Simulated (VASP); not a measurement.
# Cr (P4/nmm) in VASP: single point with PBE

Aim: the single point of Cr with PBE.

All numbers are computed with VASP 6.6.1; they aren't measurements. Logs are shortened: lines on timing, memory, paths and dates and some standing lists are left out, and cuts for length are marked.

### 1 The cell of the first run

The typed cell holds 2 atoms: a = 2.969 Å, b = 2.969 Å, c = 2.969 Å, α = 90.00°, β = 90.00°, γ = 90.00°.

### 2 Single point, PBE, collinear spin, antiferromagnetic start

The input, INCAR:

```
SYSTEM = Cr
PREC = Accurate
ENCUT = 520
EDIFF = 1E-7
ISMEAR = 1
SIGMA = 0.15
LREAL = .FALSE.
LASPH = .TRUE.
NELM = 150
ALGO = Normal
ISIF = 2
LWAVE = .FALSE.
LCHARG = .FALSE.
ISPIN = 2
MAGMOM = 3 -3
LORBIT = 11
LMAXMIX = 4
GGA = PE
NBANDS = 23
```

The input, KPOINTS:

```
regular mesh
0
G
  5 5 5
  0 0 0
```

The input, POSCAR:

```
Cr
1.0
    2.9688990000      0.0000000000      0.0000000000
    0.0000000000      2.9688990000      0.0000000000
    0.0000000000      0.0000000000      2.9688990000
Cr
2
Direct
    0.0000000000      0.0000000000      0.0000000000
    0.5000000000      0.5000000000      0.4996211403
```

Potentials or basis: VASP PAW PBE potentials, release 64 (Cr_pv).

On the command line:

```sh
$ cat potpaw_PBE.64/Cr_pv/POTCAR > POTCAR
$ mpirun -np 1 vasp_std > vasp.out
```

OUTCAR:

```text
SYSTEM = Cr
   PREC = Accurate
   ENCUT = 520
   EDIFF = 1E-7
   ISMEAR = 1
   LREAL = .FALSE.
   LASPH = .TRUE.
   NELM = 150
   ISIF = 2
   ISPIN = 2
   LORBIT = 11
   GGA = PE

 ion  position               nearest neighbor table
   1  0.000  0.000  0.000-   2 2.57   2 2.57   2 2.57   2 2.57   2 2.57   2 2.57   2 2.57   2 2.57

   2  0.500  0.500  0.500-   1 2.57   1 2.57   1 2.57   1 2.57   1 2.57   1 2.57   1 2.57   1 2.57

  LATTYP: Found a simple cubic cell.
 ALAT       =     2.9688990000

  Lattice vectors:

 A1 = (   2.9688990000,   0.0000000000,   0.0000000000)
 A2 = (   0.0000000000,   2.9688990000,   0.0000000000)
 A3 = (   0.0000000000,   0.0000000000,   2.9688990000)

Analysis of symmetry for initial positions (statically):
=====================================================================
 Subroutine PRICEL returns:
 Original cell was already a primitive cell.

 Routine SETGRP: Setting up the symmetry group for a
 simple cubic supercell.

 Subroutine GETGRP returns: Found 16 space group operations
 (whereof  8 operations were pure point group operations)
 out of a pool of 48 trial point group operations.

The static configuration has the point symmetry C_4v.
 The point group associated with its full space group is D_4h.

Analysis of symmetry for dynamics (positions and initial velocities):
=====================================================================
 Subroutine PRICEL returns:
 Original cell was already a primitive cell.

 Routine SETGRP: Setting up the symmetry group for a
 simple cubic supercell.

 Subroutine GETGRP returns: Found 16 space group operations
 (whereof  8 operations were pure point group operations)
 out of a pool of 48 trial point group operations.

The dynamic configuration has the point symmetry C_4v.
 The point group associated with its full space group is D_4h.

Analysis of structural, dynamic, and magnetic symmetry:
=====================================================================
 Subroutine PRICEL returns:
 Original cell was already a primitive cell.

 Routine SETGRP: Setting up the symmetry group for a
 simple cubic supercell.

 Subroutine GETGRP returns: Found 16 space group operations
 (whereof  8 operations were pure point group operations)
 out of a pool of 48 trial point group operations.

The overall configuration has the point symmetry C_4v.
 The point group associated with its full space group is D_4h.

 Subroutine INISYM returns: Found 16 space group operations
 (whereof  8 operations are pure point group operations),
 and found     1 'primitive' translations

----------------------------------------------------------------------------------------

                                     Primitive cell

  volume of cell :      26.1689

  direct lattice vectors                    reciprocal lattice vectors
     2.968899000  0.000000000  0.000000000     0.336825200  0.000000000  0.000000000
     0.000000000  2.968899000  0.000000000     0.000000000  0.336825200  0.000000000
     0.000000000  0.000000000  2.968899000     0.000000000  0.000000000  0.336825200

  length of vectors
     2.968899000  2.968899000  2.968899000     0.336825200  0.336825200  0.336825200

  position of ions in fractional coordinates (direct lattice)
     0.000000000  0.000000000  0.000000000
     0.500000000  0.500000000  0.499621140

  ion indices of the primitive-cell ions
   primitive index   ion index
                 1           1
                 2           2

----------------------------------------------------------------------------------------

 KPOINTS: regular mesh

Automatic generation of k-mesh.
 Grid dimensions read from file:
 generate k-points for:    5    5    5

 Generating k-lattice:

  Cartesian coordinates                     Fractional coordinates (reciprocal lattice)
     0.067365040  0.000000000  0.000000000     0.200000000  0.000000000  0.000000000
     0.000000000  0.067365040  0.000000000     0.000000000  0.200000000  0.000000000
     0.000000000  0.000000000  0.067365040     0.000000000  0.000000000  0.200000000

  Length of vectors
     0.067365040  0.067365040  0.067365040

  Shift w.r.t. Gamma in fractional coordinates (k-lattice)
     0.000000000  0.000000000  0.000000000

 Subroutine IBZKPT returns following result:
 ===========================================

 Found     18 irreducible k-points:

 Following reciprocal coordinates:
            Coordinates               Weight
  0.000000  0.000000  0.000000      1.000000
  0.200000  0.000000  0.000000      4.000000
  0.000000  0.000000  0.200000      2.000000
  0.400000  0.000000  0.000000      4.000000
  0.000000  0.000000  0.400000      2.000000
  0.200000  0.200000  0.000000      4.000000
[... 10 lines left out ...]
  0.200000  0.400000  0.400000     16.000000
  0.400000  0.400000  0.400000      8.000000
   k-points           NKPTS =     18   k-points in BZ     NKDIM =     18   number of bands    NBANDS=     23
   number of dos      NEDOS =    301   number of ions     NIONS =      2
   total plane-waves  NPLWV =  13824
   dimension x,y,z NGX =    24 NGY =   24 NGZ =   24
   dimension x,y,z NGXF=    48 NGYF=   48 NGZF=   48
   ions per type =               2
   NGX,Y,Z   is equivalent  to a cutoff of  13.44, 13.44, 13.44 a.u.
   NGXF,Y,Z  is equivalent  to a cutoff of  26.88, 26.88, 26.88 a.u.
 SYSTEM =  Cr
   PREC   = accura    normal or accurate (medium, high low for compatibility)
   ISTART =      0    job   : 0-new  1-cont  2-samecut
   ICHARG =      2    charge: 1-file 2-atom 10-const
   ISPIN  =      2    spin polarized calculation?
   LNONCOLLINEAR =      F non collinear calculations
   LSORBIT =      F    spin-orbit coupling
   LASPH  =      T    aspherical Exc in radial PAW
   ENCUT  =  520.0 eV  38.22 Ry    6.18 a.u.   5.52  5.52  5.52*2*pi/ulx,y,z
   NELM   =    150;   NELMIN=  2; NELMDL= -5     # of ELM steps
   EDIFF  = 0.1E-06   stopping-criterion for ELM
   LREAL  =      F    real-space projection
   EDIFFG = 0.1E-05   stopping-criterion for IOM
   NSW    =      0    number of steps for IOM
   IBRION =     -1    ionic relax: 0-MD 1-quasi-New 2-CG
   NFREE  =      0    steps in history (QN), initial steepest desc. (CG)
   ISIF   =      2    stress and relaxation
   ISYM   =      2    0-nonsym 1-usesym 2-fastsym
   POTIM  = 0.5000    time-step for ionic-motion
   TEBEG  =    0.0;   TEEND  =   0.0 temperature during run
   PSTRESS=    0.0 pullay stress
   NELECT =      24.0000    total number of electrons
   NUPDOWN=      -1.0000    fix difference up-down
   EMIN   =  10.00;   EMAX   =-10.00  energy-range for DOS
   EFERMI =   0.00;   METHOD = LEGACY
   ISMEAR =     1;   SIGMA  =   0.15  broadening in eV -4-tet -1-fermi 0-gaus
   EFERMI_NEDOS =   21; number of points for ismear=-14 and -15
   IALGO  =     38    algorithm
   IMIX   =      4    mixing-type and parameters
     AMIX     =   0.40;   BMIX     =  1.00
     AMIX_MAG =   1.60;   BMIX_MAG =  1.00
  volume/ion in A,a.u.               =      13.08        88.30
  Fermi-wavevector in a.u.,A,eV,Ry     =   1.590559  3.005721 34.421085  2.529878
  Thomas-Fermi vector in A             =   2.689235
   LORBIT       =     11    0 simple, 1 ext, 2 COOP (PROOUT), +10 PAW based schemes
   GGA     = PE    functional components
   LHFCALC =     F    Hartree Fock is set to
   AEXX    =    0.0000 exact exchange contribution
   IVDW    =     0    specifies the selected vdW correction
   LEPSILON=     F    determine dielectric tensor
   LRPA    =     F    only Hartree local field effects (RPA)
 spin polarized calculation
 Methfessel and Paxton  Order N= 1 SIGMA  =   0.15
  energy-cutoff  :      520.00
  volume of cell :       26.17
 maximum number of plane-waves:       739
 NGX is ok and might be reduce to    24
   NGX = 11   NGY = 11   NGZ = 11

 number of electron      24.0000016 magnetization      -0.0000000

 Free energy of the ion-electron system (eV)
  ---------------------------------------------------
  ext. energy  EPLUGINS =         0.00000000
  ---------------------------------------------------
  free energy    TOTEN  =       -18.93464982 eV

  energy without entropy =      -18.93000454  energy(sigma->0) =      -18.93310139

 E-fermi :   9.1468     XC(G=0): -12.9151

 val. band max:        9.1216604458   @ k =   0.4000   0.4000   0.0000
 cond. band min:       9.8259629887   @ k =   0.4000   0.2000   0.0000
 fundamental gap:      0.7043025429
 Fermi energy:         9.1467842141

 spin component 1

 k-point     1 :       0.0000    0.0000    0.0000
  band No.  band energies     occupation
      1     -34.4412      1.00000
      2     -34.4412      1.00000
      3     -34.4412      1.00000
      4     -32.5296      1.00000
      5     -32.5296      1.00000
      6     -32.5296      1.00000
[... 15 lines left out ...]
     22      18.8827      0.00000
     23      25.1735      0.00000
[... 418 lines left out ...]
  band No.  band energies     occupation
      1     -34.5078      1.00000
      2     -34.4981      1.00000
      3     -34.4981      1.00000
      4     -32.6327      1.00000
      5     -32.6327      1.00000
      6     -32.6219      1.00000
[... 15 lines left out ...]
     22      19.3314      0.00000
     23      20.6532      0.00000
 Fermi energy:         9.1467842141

 spin component 2

 k-point     1 :       0.0000    0.0000    0.0000
  band No.  band energies     occupation
      1     -34.4412      1.00000
      2     -34.4412      1.00000
      3     -34.4412      1.00000
      4     -32.5296      1.00000
      5     -32.5296      1.00000
      6     -32.5296      1.00000
[... 15 lines left out ...]
     22      18.8827      0.00000
     23      25.1735      0.00000
[... 419 lines left out ...]
      1     -34.5078      1.00000
      2     -34.4981      1.00000
      3     -34.4981      1.00000
      4     -32.6327      1.00000
      5     -32.6327      1.00000
      6     -32.6219      1.00000
[... 15 lines left out ...]
     22      19.3314      0.00000
     23      20.6532      0.00000

------------------------ aborting loop because EDIFF is reached ----------------------------------------

  FORCE on cell =-STRESS in cart. coord.  units (eV):
  Direction    XX          YY          ZZ          XY          YZ          ZX
  --------------------------------------------------------------------------------------
  -------------------------------------------------------------------------------------
  Total       -2.0645094     -2.0645094     -2.0644711      0.0000000      0.0000000      0.0000000
  in kB     -126.3982854   -126.3982854   -126.3959358      0.0000000      0.0000000      0.0000000
  external PRESSURE =    -126.3975022 kB  Pullay stress =       0.0000000 kB

 VOLUME and BASIS-vectors are now :
 -----------------------------------------------------------------------------
  energy-cutoff  :      520.00
  volume of cell :       26.17
      direct lattice vectors                 reciprocal lattice vectors
     2.968899000  0.000000000  0.000000000     0.336825200  0.000000000  0.000000000
     0.000000000  2.968899000  0.000000000     0.000000000  0.336825200  0.000000000
     0.000000000  0.000000000  2.968899000     0.000000000  0.000000000  0.336825200

 POSITION                                       TOTAL-FORCE (eV/Angst)
 -----------------------------------------------------------------------------------
      0.00000      0.00000      0.00000         0.000000     -0.000000     -0.004833
      1.48445      1.48445      1.48332         0.000000      0.000000      0.004833
 -----------------------------------------------------------------------------------
    total drift:                                0.000000     -0.000000     -0.000006

  FREE ENERGIE OF THE ION-ELECTRON SYSTEM (eV)
  ---------------------------------------------------
  free  energy   TOTEN  =       -18.9346498229 eV

  energy  without entropy=      -18.9300045389  energy(sigma->0) =      -18.93310139

 total charge

# of ion       s       p       d       tot
------------------------------------------
    1        0.396   6.329   4.099  10.824
    2        0.396   6.329   4.099  10.824
--------------------------------------------------
tot          0.792  12.658   8.198  21.648

 magnetization (x)

# of ion       s       p       d       tot
------------------------------------------
    1        0.026   0.016   1.818   1.860
    2       -0.026  -0.016  -1.818  -1.860
--------------------------------------------------
tot         -0.000   0.000   0.000  -0.000
```

Wall time 10 s (1 thread of Intel Xeon 6975P-C (Granite Rapids), shared host); peak memory 0.14 GiB.

What came out:

| Property | Result |
| --- | --- |
| Free energy | -18.9346 eV |
| Pressure | -12.6 GPa |
| Largest force | 0.005 eV/Å |
| Band gap on the k mesh | zero (filled and empty bands overlap) |
| Net moment | 0.00 μB per cell |
| Site moments | Cr +1.86, -1.86 μB |
| Valence electrons inside the program's atomic spheres | Cr 10.82 |

Forces in eV/Å, atoms in the order of the input:
```
Cr   0.000  0.000 -0.005
Cr   0.000  0.000  0.005
```

Caveat: the k points lie up to 0.42 Å⁻¹ apart.
